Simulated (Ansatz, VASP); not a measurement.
**Two plane-wave programs on TePb**

The input POSCAR:

```
TePb
1.0
    0.0000000000      3.3076750000      3.3883500000
    3.3076750000      0.0000000000      3.3883500000
    3.3076750000      3.3076750000      0.0000000000
Te Pb
1 1
Direct
    0.5000000000      0.5000000000      0.5000000000
    0.0000000000      0.0000000000      0.0000000000
```

File INCAR.step1:

```
SYSTEM = TePb
  PREC = Accurate
  ENCUT = 520
  ISMEAR = 0
  SIGMA = 0.05
  LREAL = .False.
  LASPH = .True.
  NELM = 80
  NBANDS = 17
  GGA = PE
  ALGO = Normal
  EDIFF = 1E-4
  LWAVE = .True.
  LCHARG = .False.
```

Contents of INCAR.step2:

```
SYSTEM = TePb
  PREC = Accurate
  ENCUT = 520
  EDIFF = 1E-6
  ISMEAR = 0
  SIGMA = 0.05
  LREAL = .False.
  LASPH = .True.
  NELM = 80
  ALGO = Normal
  ISIF = 2
  LWAVE = .False.
  LCHARG = .False.
  METAGGA = R2SCAN
  LMIXTAU = .True.
  NBANDS = 17
  ISTART = 1
```

Contents of KPOINTS:

```
regular mesh
0
Gamma
  8 8 8
  0 0 0
```

Input for Ansatz:

```yaml
crystal:
  lattice:
    - [0.0, 3.307675, 3.38835]
    - [3.307675, 0.0, 3.38835]
    - [3.307675, 3.307675, 0.0]
  atoms:
    - { symbol: Te, position: [0.5, 0.5, 0.5] }
    - { symbol: Pb, position: [0.0, 0.0, 0.0] }
basis:
  ecutwfc: 500
kpoints:
  mp_grid: { grid: [8, 8, 8] }
hamiltonian:
  xc: r2scan
scf:
  occupations: { method: gaussian, width: 0.05 }
output:
  forces: true
  stress: true
  eigenvalues: true
```

Change from the starting cell: strain +0.025 along x and y, +0.050 along z, atoms carried along.

Alike in both runs: task single point; functional r2SCAN; k mesh 8 × 8 × 8; occupations gaussian, width 0.05 eV; no spin polarisation.

|  | VASP | Ansatz |
| --- | --- | --- |
| version | VASP 6.6.1 | Ansatz 0.2.0 |
| potentials or method | VASP PAW PBE potentials, release 64 (Te, Pb_d), cutoff 520 eV | scalar-relativistic, plane waves, PAW |
| valence electrons in the cell | 20 | 30 |

|  | VASP | Ansatz | Ansatz less VASP |
| --- | --- | --- | --- |
| gap on the k mesh at the Fermi level (eV) | 1.17 | 1.17 | -0.003 |
| least direct gap on the mesh (eV) | 1.17 | 1.17 | -0.003 |
| pressure (GPa) | -2.2 | -2.2 | +0.01 |
| traceless stress, the component that is largest in VASP (GPa) | -1.23 | -1.23 | +0.003 |

VASP's potentials were made for PBE, not for r2SCAN. With one functional, cell and mesh, what is left measures potentials, basis and numerics. VASP's potentials hold 20 valence electrons a cell and Ansatz's 30, so a difference there can come from the potentials and not from the codes.

Spin-orbit coupling is off throughout.
